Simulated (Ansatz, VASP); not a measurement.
## GaMo in VASP and in Ansatz

```xyz
2
Lattice="2.8677 0.0000 0.0000 -1.4338 2.4835 0.0000 0.0000 0.0000 4.3898" Properties=species:S:1:pos:R:3 pbc="T T T"
Ga    0.0000    1.6557    0.0000
Mo    0.0000    0.0000    2.1949
```

Change from the starting cell: species swapped into the MgAl type (P-6m2, No. 187).

Alike in both runs: functional PBE; k mesh 7 × 7 × 4; occupations gaussian, width 0.2 eV; no spin polarisation.

Ansatz relaxed the structure, and its values are those at the end. VASP's run is a single point on that final structure, the one shown.

```csv
,VASP,Ansatz
version,VASP 6.6.1,Ansatz 0.2.0
potentials or method,"VASP PAW PBE potentials, release 64 (Ga_d, Mo_sv), cutoff 520 eV","scalar-relativistic, plane waves, PAW"
valence electrons in the cell,27,27
```

Ansatz gave:

```
gap on the k mesh at the Fermi level (eV) : none
pressure (GPa)                            : 0.1
```

Problem. What did VASP give for the same quantities?

Solution. gap on the k mesh at the Fermi level (eV): none; pressure (GPa): 0.5.

A gap of «none» marks a metal or a gap that the smearing closes. The functional is the same, so the differences come from potentials, cutoffs and numerics.

The k mesh is coarse, so the values compare programs but aren't converged.
